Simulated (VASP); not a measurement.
Wanted: the native input for a VASP 6.6.1 run.

```yaml
Task: single point
Functional: PBE
Potentials_or_basis: VASP PAW PBE potentials, release 64 (Mo_sv)
Cutoff: 520 eV
k_mesh: 5 × 5 × 5
Occupations: methfessel-paxton, width 0.1 eV
Spin: no spin polarisation
Dipole_correction: no
Further_INCAR_settings: LREAL = Auto; ALGO = Normal; EDIFF = 1e-07; NBANDS = 126
```

The structure of Mo lies in POSCAR:

```
Mo
1.0
    6.3226243350      0.0000000000      0.0000000000
    0.0000000000      6.3226243350      0.0000000000
    0.0000000000      0.0000000000      6.3226243350
Mo
16
Direct
    0.0000000000      0.0000000000      0.0000000000
    0.2500000000      0.2500000000      0.2500000000
    0.0000000000      0.0000000000      0.5000000000
    0.2500000000      0.2500000000      0.7500000000
    0.0000000000      0.5000000000      0.0000000000
    0.2500000000      0.7500000000      0.2500000000
    0.0000000000      0.5000000000      0.5000000000
    0.2500000000      0.7500000000      0.7500000000
    0.5000000000      0.0000000000      0.0000000000
    0.7500000000      0.2500000000      0.2500000000
    0.5000000000      0.0000000000      0.5000000000
    0.7500000000      0.2500000000      0.7500000000
    0.5000000000      0.5000000000      0.0000000000
    0.7500000000      0.7500000000      0.2500000000
    0.5000000000      0.5000000000      0.5000000000
    0.7500000000      0.7500000000      0.7500000000
```

The input as run:

INCAR

```
  PREC = Accurate
  ENCUT = 520
  EDIFF = 1E-7
  ISMEAR = 1
  SIGMA = 0.1
  LREAL = Auto
  LASPH = True
  NELM = 80
  ALGO = Normal
  ISIF = 2
  LWAVE = False
  LCHARG = False
  GGA = PE
  NBANDS = 126
```

KPOINTS

```
Automatic mesh
0
Gamma
  5 5 5
```

Potentials or basis: VASP PAW PBE potentials, release 64 (Mo_sv).

The run is started by

```bash
$ cat potpaw_PBE.64/Mo_sv/POTCAR > POTCAR
$ mpirun -np 1 vasp_std > vasp.out
```

It gave:

* Pressure: 0.2 GPa
* Band gap on the k mesh: zero (bands 112 and 113 overlap by 0.23 eV)

It took 15 min on 1 thread of Intel Xeon 8259CL, on a shared host, peak memory 0.44 GiB.
